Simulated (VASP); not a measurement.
# CuSi (F-43m) in VASP: a series of runs

The runs below take CuSi through single point, relaxation of cell and atoms, with PBE.

Everything below comes from runs of VASP 6.6.1. Logs are shortened: lines on timing, memory, paths and dates and some standing lists are left out, and cuts for length are marked.

**1. The cell of the first run**

It takes space group F-43m (No. 216, cubic). The conventional cell has a = 5.321 Å, b = 5.321 Å, c = 5.321 Å, α = 90.00°, β = 90.00°, γ = 90.00°. Si (site symmetry -43m) has 4 Cu at 2.30 Å within 3.0 Å. Within 3.0 Å of Cu (site symmetry -43m) lie 4 Si at 2.30 Å.

**2. Single point, PBE**

INCAR reads:

```
PREC     = Accurate       # precision mode
ENCUT    = 520            # plane-wave cutoff, eV
EDIFF    = 1E-7           # SCF threshold, eV
ISMEAR   = 0              # smearing method
SIGMA    = 0.1            # smearing width, eV
LREAL    = F              # projectors in reciprocal space
LASPH    = T              # aspherical terms in the spheres
NELM     = 100            # most SCF steps
ALGO     = Normal         # electronic algorithm
ISIF     = 2              # what is computed and relaxed
LWAVE    = F              # write WAVECAR
LCHARG   = F              # write CHGCAR
GGA      = PE             # functional
NBANDS   = 14             # bands
```

KPOINTS reads:

```
Automatic mesh
0
Gamma
  6 6 6
```

POSCAR reads:

```
CuSi
1.0
    0.0000000000      2.6604785407      2.6604785407
    2.6604785407      0.0000000000      2.6604785407
    2.6604785407      2.6604785407      0.0000000000
Si Cu
1 1
Direct
    0.0000000000      0.0000000000      0.0000000000
    0.2500000000      0.2500000000      0.2500000000
```

Potentials or basis: VASP PAW PBE potentials, release 64 (Si, Cu).

Run with:

```sh
$ cat potpaw_PBE.64/Si/POTCAR potpaw_PBE.64/Cu/POTCAR > POTCAR
$ mpirun -np 1 vasp_std > vasp.out
```

OUTCAR:

```text
PREC = Accurate
   ENCUT = 520
   EDIFF = 1E-7
   ISMEAR = 0
   LREAL = F
   LASPH = T
   NELM = 100
   ISIF = 2
   GGA = PE

 ion  position               nearest neighbor table
   1  0.000  0.000  0.000-   2 2.30   2 2.30   2 2.30   2 2.30
   2  0.250  0.250  0.250-   1 2.30   1 2.30   1 2.30   1 2.30

  LATTYP: Found a face centered cubic cell.
 ALAT       =     5.3209570814

  Lattice vectors:

 A1 = (   0.0000000000,   2.6604785407,   2.6604785407)
 A2 = (   2.6604785407,   0.0000000000,   2.6604785407)
 A3 = (   2.6604785407,   2.6604785407,   0.0000000000)

Analysis of symmetry for initial positions (statically):
=====================================================================
 Subroutine PRICEL returns:
 Original cell was already a primitive cell.

 Routine SETGRP: Setting up the symmetry group for a
 face centered cubic supercell.

 Subroutine GETGRP returns: Found 24 space group operations
 (whereof 24 operations were pure point group operations)
 out of a pool of 48 trial point group operations.

The static configuration has the point symmetry T_d .

Analysis of symmetry for dynamics (positions and initial velocities):
=====================================================================
 Subroutine PRICEL returns:
 Original cell was already a primitive cell.

 Routine SETGRP: Setting up the symmetry group for a
 face centered cubic supercell.

 Subroutine GETGRP returns: Found 24 space group operations
 (whereof 24 operations were pure point group operations)
 out of a pool of 48 trial point group operations.

The dynamic configuration has the point symmetry T_d .

 Subroutine INISYM returns: Found 24 space group operations
 (whereof 24 operations are pure point group operations),
 and found     1 'primitive' translations

----------------------------------------------------------------------------------------

                                     Primitive cell

  volume of cell :      37.6625

  direct lattice vectors                    reciprocal lattice vectors
     0.000000000  2.660478541  2.660478541    -0.187936115  0.187936115  0.187936115
     2.660478541  0.000000000  2.660478541     0.187936115 -0.187936115  0.187936115
     2.660478541  2.660478541  0.000000000     0.187936115  0.187936115 -0.187936115

  length of vectors
     3.762484835  3.762484835  3.762484835     0.325514899  0.325514899  0.325514899

  position of ions in fractional coordinates (direct lattice)
     0.000000000  0.000000000  0.000000000
     0.250000000  0.250000000  0.250000000

  ion indices of the primitive-cell ions
   primitive index   ion index
                 1           1
                 2           2

[... 75 lines left out ...]
   EMIN   =  10.00;   EMAX   =-10.00  energy-range for DOS
   EFERMI =   0.00;   METHOD = LEGACY
   ISMEAR =     0;   SIGMA  =   0.10  broadening in eV -4-tet -1-fermi 0-gaus
   EFERMI_NEDOS =   21; number of points for ismear=-14 and -15
   IALGO  =     38    algorithm
   IMIX   =      4    mixing-type and parameters
     AMIX     =   0.40;   BMIX     =  1.00
     AMIX_MAG =   1.60;   BMIX_MAG =  1.00
  volume/ion in A,a.u.               =      18.83       127.08
  Fermi-wavevector in a.u.,A,eV,Ry     =   1.204487  2.276151 19.739186  1.450789
  Thomas-Fermi vector in A             =   2.340211
   LORBIT       =      0    0 simple, 1 ext, 2 COOP (PROOUT), +10 PAW based schemes
   GGA     = PE    functional components
   LHFCALC =     F    Hartree Fock is set to
   AEXX    =    0.0000 exact exchange contribution
   IVDW    =     0    specifies the selected vdW correction
   LEPSILON=     F    determine dielectric tensor
   LRPA    =     F    only Hartree local field effects (RPA)
 non-spin polarized calculation
 Gauss-broadening in eV      SIGMA  =   0.10
  energy-cutoff  :      520.00
  volume of cell :       37.66
 maximum number of plane-waves:      1020
   NGX = 13   NGY = 13   NGZ = 13

 number of electron      15.0000010 magnetization

 Free energy of the ion-electron system (eV)
  ---------------------------------------------------
  ext. energy  EPLUGINS =         0.00000000
  ---------------------------------------------------
  free energy    TOTEN  =        -7.90642279 eV

  energy without entropy =       -7.89124746  energy(sigma->0) =       -7.89883513

 E-fermi :   4.9320     XC(G=0):  -9.9250

 val. band max:        4.5899239734   @ k =   0.5000   0.5000   0.0000
 cond. band min:       4.9465066160   @ k =  -0.3333   0.3333   0.1667
 fundamental gap:      0.3565826426
 Fermi energy:         4.9319606795

 k-point     1 :       0.0000    0.0000    0.0000
  band No.  band energies     occupation
      1      -5.2808      2.00000
      2       0.6165      2.00000
      3       0.6165      2.00000
      4       0.6165      2.00000
      5       1.2661      2.00000
      6       1.2661      2.00000
      7       8.7052      0.00000
      8       8.7052      0.00000
      9       8.7052      0.00000
     10      10.9885      0.00000
     11      10.9885      0.00000
     12      10.9885      0.00000
     13      11.9783      0.00000
     14      16.4931      0.00000
[... 241 lines left out ...]
      1      -2.2972      2.00000
      2       0.2372      2.00000
      3       0.9963      2.00000
      4       1.0417      2.00000
      5       1.2802      2.00000
      6       1.8336      2.00000
      7       1.9597      2.00000
      8       3.6043      2.00000
      9       3.9954      2.00000
     10      10.8145      0.00000
     11      11.0942      0.00000
     12      15.1728      0.00000
     13      15.2366      0.00000
     14      19.1189      0.00000

------------------------ aborting loop because EDIFF is reached ----------------------------------------

  FORCE on cell =-STRESS in cart. coord.  units (eV):
  Direction    XX          YY          ZZ          XY          YZ          ZX
  --------------------------------------------------------------------------------------
  -------------------------------------------------------------------------------------
  Total        0.0946555      0.0946555      0.0946555      0.0000000      0.0000000     -0.0000000
  in kB        4.0266787      4.0266787      4.0266787      0.0000000      0.0000000     -0.0000000
  external PRESSURE =       4.0266787 kB  Pullay stress =       0.0000000 kB

 VOLUME and BASIS-vectors are now :
 -----------------------------------------------------------------------------
  energy-cutoff  :      520.00
  volume of cell :       37.66
      direct lattice vectors                 reciprocal lattice vectors
     0.000000000  2.660478541  2.660478541    -0.187936115  0.187936115  0.187936115
     2.660478541  0.000000000  2.660478541     0.187936115 -0.187936115  0.187936115
     2.660478541  2.660478541  0.000000000     0.187936115  0.187936115 -0.187936115

 POSITION                                       TOTAL-FORCE (eV/Angst)
 -----------------------------------------------------------------------------------
      0.00000      0.00000      0.00000         0.000000      0.000000     -0.000000
      1.33024      1.33024      1.33024        -0.000000     -0.000000      0.000000
 -----------------------------------------------------------------------------------
    total drift:                               -0.000000     -0.000000     -0.000000

  FREE ENERGIE OF THE ION-ELECTRON SYSTEM (eV)
  ---------------------------------------------------
  free  energy   TOTEN  =        -7.9064227919 eV

  energy  without entropy=       -7.8912474587  energy(sigma->0) =       -7.89883513
```

OSZICAR:

```text
N       E                     dE             d eps       ncg     rms          rms(c)
DAV:   1     0.609266775630E+02    0.60927E+02   -0.61799E+03   448   0.116E+03
DAV:   2    -0.693050602382E+01   -0.67857E+02   -0.61342E+02   460   0.213E+02
DAV:   3    -0.991877527063E+01   -0.29883E+01   -0.27260E+01   582   0.494E+01
[... 11 lines left out ...]
DAV:  15    -0.790642265751E+01    0.43867E-04   -0.14973E-04   556   0.352E-01    0.131E-02
DAV:  16    -0.790642349984E+01   -0.84233E-06   -0.50196E-06   670   0.352E-02    0.125E-02
DAV:  17    -0.790642318122E+01    0.31862E-06   -0.33071E-07   406   0.124E-02    0.836E-03
DAV:  18    -0.790642279585E+01    0.38537E-06   -0.68589E-07   400   0.214E-02    0.917E-04
DAV:  19    -0.790642279193E+01    0.39263E-08   -0.21114E-08   266   0.122E-03
   1 F= -.79064228E+01 E0= -.78988351E+01  d E =-.151753E-01
```

It took 6.5 s on 1 thread of Intel Xeon 6975P-C (Granite Rapids), shared host; peak memory 0.15 GiB.

What came out:

```
Free energy : -7.9064 eV
Pressure    : 0.4 GPa
```

**3. Relaxation of cell and atoms, PBE**

This run uses another cell than the first one, of 14.42 Å³/atom, 0.766 times its volume.

INCAR reads:

```
SYSTEM = CuSi
PREC = Accurate
ENCUT = 600
EDIFF = 1E-6
ISMEAR = 0
SIGMA = 0.1
LREAL = .False.
LASPH = .True.
NELM = 80
ALGO = Normal
ISIF = 3
LWAVE = .False.
LCHARG = .False.
GGA = PE
IBRION = 2
NSW = 90
EDIFFG = -0.04
```

KPOINTS reads:

```
Automatic mesh
0
Gamma
  6 6 6
  0 0 0
```

POSCAR reads:

```
CuSi
1.0
    0.0000000000      2.4339872300      2.4339872300
    2.4339872300      0.0000000000      2.4339872300
    2.4339872300      2.4339872300      0.0000000000
Si Cu
1 1
Direct
    0.0000000000      0.0000000000      0.0000000000
    0.2500000000      0.2500000000      0.2500000000
```

Potentials or basis: VASP PAW PBE potentials, release 64 (Si, Cu).

Run with:

```sh
$ cat potpaw_PBE.64/Si/POTCAR potpaw_PBE.64/Cu/POTCAR > POTCAR
$ mpirun -np 1 vasp_std > vasp.out
```

OUTCAR:

```text
SYSTEM = CuSi
   PREC = Accurate
   ENCUT = 600
   EDIFF = 1E-6
   ISMEAR = 0
   LREAL = .False.
   LASPH = .True.
   NELM = 80
   ISIF = 3
   GGA = PE
   IBRION = 2
   NSW = 90
   EDIFFG = -0.04

 ion  position               nearest neighbor table
   1  0.000  0.000  0.000-   2 2.11   2 2.11   2 2.11   2 2.11
   2  0.250  0.250  0.250-   1 2.11   1 2.11   1 2.11   1 2.11

  LATTYP: Found a face centered cubic cell.
 ALAT       =     4.8679744600

  Lattice vectors:

 A1 = (   0.0000000000,   2.4339872300,   2.4339872300)
 A2 = (   2.4339872300,   0.0000000000,   2.4339872300)
 A3 = (   2.4339872300,   2.4339872300,   0.0000000000)

Analysis of symmetry for initial positions (statically):
=====================================================================
 Subroutine PRICEL returns:
 Original cell was already a primitive cell.
[... 153 lines left out ...]

 number of electron      14.9999988 magnetization

 Free energy of the ion-electron system (eV)
  ---------------------------------------------------
  ext. energy  EPLUGINS =         0.00000000
  ---------------------------------------------------
  free energy    TOTEN  =        -7.12168039 eV

  energy without entropy =       -7.11698163  energy(sigma->0) =       -7.11933101

 E-fermi :   7.7584     XC(G=0): -11.1531

 val. band max:        7.6856384801   @ k =  -0.3333   0.3333   0.1667
 cond. band min:       7.8974133618   @ k =   0.5000   0.3333   0.0000
 fundamental gap:      0.2117748817
 Fermi energy:         7.7584204052
[... 524 lines left out ...]
--------------------------------------- Ionic step        3  -------------------------------------------

 number of electron      15.0000009 magnetization

 Free energy of the ion-electron system (eV)
  ---------------------------------------------------
  ext. energy  EPLUGINS =         0.00000000
  ---------------------------------------------------
  free energy    TOTEN  =        -7.90518281 eV

  energy without entropy =       -7.88999558  energy(sigma->0) =       -7.89758920

 E-fermi :   4.9212     XC(G=0):  -9.9199

 val. band max:        4.5799713602   @ k =   0.5000   0.5000   0.0000
 cond. band min:       4.9364349674   @ k =  -0.3333   0.3333   0.1667
 fundamental gap:      0.3564636072
 Fermi energy:         4.9212273306
[... 251 lines left out ...]
  FREE ENERGIE OF THE ION-ELECTRON SYSTEM (eV)
  ---------------------------------------------------
  free  energy   TOTEN  =        -7.9051828138 eV

  energy  without entropy=       -7.8899955801  energy(sigma->0) =       -7.89758920

 reached required accuracy - stopping structural energy minimisation
```

CONTCAR:

```text
CuSi
   1.00000000000000
     0.0000000000000000    2.6614930114161592    2.6614930114161592
     2.6614930114161592    0.0000000000000000    2.6614930114161592
     2.6614930114161592    2.6614930114161592    0.0000000000000000
  Si              Cu
     1     1
Direct
     0.0000000000000000    0.0000000000000000    0.0000000000000000
     0.2500000000000000    0.2500000000000000    0.2500000000000000

  0.00000000E+00  0.00000000E+00  0.00000000E+00
  0.00000000E+00  0.00000000E+00  0.00000000E+00
```

Run time: 13 s. Hardware: 1 thread of Intel Xeon 6975P-C (Granite Rapids), shared host; peak memory 0.15 GiB.

Results:

```
Free energy                            : -7.9052 eV
Relaxed volume                         : 18.85 Å³/atom
Relaxed cell                           : a = 3.764 Å, b = 3.764 Å, c = 3.764 Å, α = 60.00°, β = 60.00°, γ = 60.00°
Space group after relaxing (to 0.05 Å) : F-43m (No. 216)
Energy gained by relaxing              : 391.8 meV/atom
Ionic steps                            : 3
Pressure after relaxing                : 0.1 GPa
```

Step by step:
```
step  energy change (eV)  largest force (eV/Å)  pressure (GPa)  volume (Å³)
   1              0.0000                0.0000           36.05        28.84
   2             -0.5876                0.0000           -7.58        44.61
   3             -0.7835                0.0000            0.10        37.71
```

Final structure:
```cif
data_structure
_symmetry_space_group_name_H-M 'P 1'
_symmetry_Int_Tables_number 1
_cell_length_a 3.7639
_cell_length_b 3.7639
_cell_length_c 3.7639
_cell_angle_alpha 60.000
_cell_angle_beta 60.000
_cell_angle_gamma 60.000
_cell_volume 37.71
loop_
_atom_site_label
_atom_site_type_symbol
_atom_site_fract_x
_atom_site_fract_y
_atom_site_fract_z
_atom_site_occupancy
Si1 Si 0.00000 0.00000 0.00000 1
Cu1 Cu 0.25000 0.25000 0.25000 1
```

Levels at points of the mesh, in eV from the Fermi level:
```csv
k point,band 3,band 4,band 5,band 6,band 7,band 8,band 9,band 10,band 11
"(0.00, 0.00, 0.00)",-4.31,-4.31,-3.66,-3.66,3.77,3.77,3.77,6.05,6.05
"(0.50, 0.00, 0.00)",-4.17,-4.17,-3.60,-3.60,-3.33,2.02,2.02,5.47,6.77
"(0.50, 0.50, 0.00)",-3.82,-3.82,-3.50,-3.43,-2.89,-0.34,-0.34,3.94,4.04
```

Caveat: the k points lie up to 0.34 Å⁻¹ apart in the final cell; the volume moved by over 15 % at a fixed basis, so the end points are rough.
